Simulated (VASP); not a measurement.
# V (Fm-3m) in VASP: further runs, part 2 of 2

VASP 6.6.1.

## (6) Single point, PBE

This run uses another cell than the first one: it holds 2 atoms, not 1.

Input file INCAR:

```
ALGO = Fast
EDIFF = 1E-6
ENCUT = 520
GGA = PE
ISIF = 2
ISMEAR = 0
LASPH = True
LCHARG = False
LREAL = False
LWAVE = False
NBANDS = 20
NELM = 60
PREC = Accurate
SIGMA = 0.1
```

Input file KPOINTS:

```
k-points
0
Gamma
  16 16 12
```

Input file POSCAR:

```
V
1.0
    1.9082783539      1.9082783539      0.0000000000
   -1.9082783539      1.9082783539      0.0000000000
    0.0000000000      0.0000000000      3.8165567077
V
2
Direct
    0.0000000000      0.0000000000      0.0000000000
    0.5000000000      0.5000000000      0.5000000000
```

Potentials or basis: VASP PAW PBE potentials, release 64 (V_sv).

Launch:

```
> cat potpaw_PBE.64/V_sv/POTCAR > POTCAR
> mpirun -np 1 vasp_std > vasp.out
```

OUTCAR:

```text
EDIFF = 1E-6
   ENCUT = 520
   GGA = PE
   ISIF = 2
   ISMEAR = 0
   LASPH = True
   LREAL = False
   NELM = 60
   PREC = Accurate

 ion  position               nearest neighbor table
   1  0.000  0.000  0.000-   2 2.70   2 2.70   2 2.70   2 2.70   2 2.70   2 2.70   2 2.70   2 2.70

   2  0.500  0.500  0.500-   1 2.70   1 2.70   1 2.70   1 2.70   1 2.70   1 2.70   1 2.70   1 2.70

  LATTYP: Found a simple tetragonal cell.
 ALAT       =     2.6987131289
 C/A-ratio  =     1.4142135623

  Lattice vectors:

[... 208 lines left out ...]
      3     -28.5569      2.00000
      4     -28.0857      2.00000
      5     -28.0857      2.00000
      6     -27.8023      2.00000
[... 541 lines left out ...]
     19      14.1446      0.00000
     20      14.1446      0.00000

 [... further k-points ...]
[... 5 lines left out ...]
  --------------------------------------------------------------------------------------
  -------------------------------------------------------------------------------------
  Total        0.0562578      0.0562578      0.0328141      0.0000000     -0.0000000     -0.0000000
  in kB        3.2427121      3.2427121      1.8914128      0.0000000     -0.0000000     -0.0000000
  external PRESSURE =       2.7922790 kB  Pullay stress =       0.0000000 kB

 VOLUME and BASIS-vectors are now :
 -----------------------------------------------------------------------------
  energy-cutoff  :      520.00
  volume of cell :       27.80
      direct lattice vectors                 reciprocal lattice vectors
     1.908278354  1.908278354  0.000000000     0.262016282  0.262016282  0.000000000
    -1.908278354  1.908278354  0.000000000    -0.262016282  0.262016282  0.000000000
     0.000000000  0.000000000  3.816556708     0.000000000  0.000000000  0.262016282

 POSITION                                       TOTAL-FORCE (eV/Angst)
 -----------------------------------------------------------------------------------
      0.00000      0.00000      0.00000         0.000000      0.000000      0.000000
      0.00000      1.90828      1.90828        -0.000000     -0.000000     -0.000000
 -----------------------------------------------------------------------------------
    total drift:                               -0.000000      0.000000      0.000000

  FREE ENERGIE OF THE ION-ELECTRON SYSTEM (eV)
  ---------------------------------------------------
  free  energy   TOTEN  =       -17.5074433883 eV

  energy  without entropy=      -17.4902147372  energy(sigma->0) =      -17.49882906
```

OSZICAR:

```text
N       E                     dE             d eps       ncg     rms          rms(c)
DAV:   1     0.292926056500E+03    0.29293E+03   -0.15070E+04 12616   0.151E+03
DAV:   2    -0.116709575332E+02   -0.30460E+03   -0.29882E+03 12980   0.478E+02
DAV:   3    -0.202745500430E+02   -0.86036E+01   -0.83910E+01 13852   0.933E+01
DAV:   4    -0.203674839385E+02   -0.92934E-01   -0.92752E-01 12780   0.972E+00
DAV:   5    -0.203685702004E+02   -0.10863E-02   -0.10863E-02 13244   0.109E+00    0.245E+01
RMM:   6    -0.174997507464E+02    0.28688E+01   -0.10978E+01 12600   0.307E+01    0.223E+00
RMM:   7    -0.175270923082E+02   -0.27342E-01   -0.10076E+00 13034   0.520E+00    0.118E+00
RMM:   8    -0.175106646579E+02    0.16428E-01   -0.54433E-02 12877   0.267E+00    0.675E-01
RMM:   9    -0.175074434497E+02    0.32212E-02   -0.67930E-03 13462   0.923E-01    0.172E-01
RMM:  10    -0.175075126858E+02   -0.69236E-04   -0.32562E-03 13303   0.478E-01    0.993E-02
RMM:  11    -0.175074412501E+02    0.71436E-04   -0.55285E-04 12995   0.286E-01    0.163E-02
RMM:  12    -0.175074415306E+02   -0.28048E-06   -0.63680E-05 14126   0.894E-02    0.551E-03
RMM:  13    -0.175074436191E+02   -0.20885E-05   -0.76772E-06 10928   0.343E-02    0.465E-03
RMM:  14    -0.175074433883E+02    0.23077E-06   -0.20545E-06  7396   0.170E-02
   1 F= -.17507443E+02 E0= -.17498829E+02  d E =-.172287E-01
```

stdout:

```text
POSCAR found type information on POSCAR V
 POSCAR found :  1 types and       2 ions
 scaLAPACK will be used
 LDA part: xc-table for (Slater+PW92), standard interpolation
 POSCAR, INCAR and KPOINTS ok, starting setup
 FFT: planning ... GRIDC
 FFT: planning ... GRID_SOFT
 FFT: planning ... GRID
 WAVECAR not read
 entering main loop
```

It took 46 s on 1 thread of Intel Xeon 6975P-C (Granite Rapids), shared host; peak memory 0.24 GiB.

Results:

```
Free energy            : -17.5074 eV
Pressure               : 0.3 GPa
Band gap on the k mesh : zero (band 13 reaches 12.68 eV, above the bottom of band 14 at 8.62 eV)
```

Levels at points of the mesh, in eV from the Fermi level:
```tsv
k point	band 10	band 11	band 12	band 13	band 14	band 15	band 16	band 17
(0.00, 0.00, 0.00)	-3.45	-2.60	0.17	0.17	0.17	1.90	1.91	3.05
(0.50, 0.00, 0.00)	-2.50	-0.99	-0.99	-0.70	-0.70	1.07	1.07	1.80
(0.50, 0.50, 0.00)	-3.45	-2.60	-2.60	3.05	3.05	3.37	3.37	3.37
(0.00, 0.00, 0.50)	-4.28	-1.37	-1.37	0.64	0.64	1.44	1.44	1.44
(0.50, 0.00, 0.50)	-3.31	0.05	0.05	0.05	0.05	0.80	0.80	3.06
(0.50, 0.50, 0.50)	-2.29	-1.00	-1.00	-1.00	-1.00	1.60	1.60	3.37
```

## (7) Summary

| task | cell | k mesh | cutoff (eV) | gap on the mesh (eV) | pressure (GPa) |
| --- | --- | --- | --- | --- | --- |
| relaxation of cell and atoms | relaxed from a = 2.680 Å, angles 60.0°, 1 atom | 18 × 18 × 18 | 600 | none | 0.0 |
| single point | a = 2.537, b = 2.537, c = 3.588 Å, 2 atoms | 16 × 16 × 12 | 520 | none | 46.8 |
| single point | a = 2.591, b = 2.591, c = 3.664 Å, 2 atoms | 16 × 16 × 12 | 520 | none | 27.6 |
| single point | a = 2.645, b = 2.645, c = 3.740 Å, 2 atoms | 16 × 16 × 12 | 520 | none | 12.3 |
| single point | a = 2.699, b = 2.699, c = 3.817 Å, 2 atoms | 16 × 16 × 12 | 520 | none | 0.3 |

Alike in all rows: level PBE; potentials or basis VASP PAW PBE potentials, release 64 (V_sv); no spin polarisation; smearing gaussian 0.1 eV.

Absolute energies hang on the potentials; compare differences alone.
